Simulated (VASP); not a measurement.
Set up this calculation in VASP 6.6.1, as the native input.

| Item | Value |
| --- | --- |
| Task | single point |
| Functional | LDA |
| Potentials or basis | VASP PAW LDA potentials, release 64 (Nb_sv) |
| Cutoff | 520 eV |
| k mesh | 18 × 18 × 18 |
| Occupations | fermi-dirac, width 0.05 eV |
| Spin | no spin polarisation |
| Dipole correction | no |
| Further INCAR settings | ALGO = Normal; EDIFF = 1e-07; NBANDS = 12 |

The structure of Nb lies in POSCAR:

```
Nb
1.0
    0.0000000000      1.9529492731      1.9529492731
    1.9529492731      0.0000000000      1.9529492731
    1.9529492731      1.9529492731      0.0000000000
Nb
1
Direct
    0.0000000000      0.0000000000      0.0000000000
```

This cell differs from its parent crystal: volume scaled by 0.84.

The input as run:

INCAR

```
ALGO = Normal
EDIFF = 1E-7
ENCUT = 520
ISIF = 2
ISMEAR = -1
LASPH = True
LCHARG = False
LREAL = False
LWAVE = False
NBANDS = 12
NELM = 80
PREC = Accurate
SIGMA = 0.05
```

KPOINTS

```
k-points
0
Gamma
  18 18 18
```

Potentials or basis: VASP PAW LDA potentials, release 64 (Nb_sv).

The run is started by

```console
$ cat potpaw_LDA.64/Nb_sv/POTCAR > POTCAR
$ mpirun -np 1 vasp_std > vasp.out
```

It gave:

```
Pressure : 43.0 GPa
```

Wall time 76 s on 1 thread of AMD EPYC 7R13 (shared host), peak memory 0.12 GiB.
